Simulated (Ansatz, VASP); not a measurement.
**One calculation of Zn, two programs**

INCAR

```
SYSTEM = Zn
PREC = Accurate ; ENCUT = 520
EDIFF = 1E-6 ; ISMEAR = -1
SIGMA = 0.05 ; LREAL = .False.
LASPH = .True. ; NELM = 80
ALGO = Normal ; ISIF = 2
LWAVE = .False. ; LCHARG = .True.
LELF = .True. ; LVHAR = .True.
NBANDS = 12
```

KPOINTS

```
regular mesh
0
Gamma
  12 12 12
  0 0 0
```

File POSCAR:

```
Zn
1.0
   -1.5690370000      1.5690370000      1.5690370000
    1.5690370000     -1.5690370000      1.5690370000
    1.5690370000      1.5690370000     -1.5690370000
Zn
1
Direct
    0.0000000000      0.0000000000      0.0000000000
```

input.yaml

```yaml
crystal:
  lattice:
    - [-1.569037, 1.569037, 1.569037]
    - [1.569037, -1.569037, 1.569037]
    - [1.569037, 1.569037, -1.569037]
  atoms:
    - { symbol: Zn, position: [0.0, 0.0, 0.0] }
kpoints:
  mp_grid: { grid: [12, 12, 12] }
  band_path:
    path:
      - [0.0, 0.0, 0.0]
      - [0.5, -0.5, 0.5]
      - [0.0, 0.0, 0.5]
      - [0.0, 0.0, 0.0]
      - [0.25, 0.25, 0.25]
      - [0.5, -0.5, 0.5]
    npoints: 10
scf:
  occupations: { method: fermi_dirac, width: 0.05 }
hamiltonian:
  xc: lda
  pseudopotentials: { kind: all_electron, lapw: { basis_error: 0.001 } }
output:
  forces: true
  stress: true
  eigenvalues: true
```

Alike in both runs: functional LDA; k mesh 12 × 12 × 12; occupations fermi-dirac, width 0.05 eV; no spin polarisation.

```csv
,VASP,Ansatz
version,VASP 6.6.1,Ansatz 0.2.0
potentials or method,"VASP PAW LDA potentials, release 64 (Zn), cutoff 520 eV","all-electron LAPW, scalar-relativistic"
task,single point,band structure
```

Ansatz gave:

```
gap on the k mesh at the Fermi level (eV) : none
pressure (GPa)                            : -8.3
```

Q: Estimate VASP's values.

A: gap on the k mesh at the Fermi level (eV): none; pressure (GPa): -7.8.

LDA's correlation is that of Perdew and Zunger in VASP and of Perdew and Wang (1992) in Ansatz. A gap of «none» marks a metal or a gap that the smearing closes. Ansatz ran all-electron here, and VASP with PAW potentials.
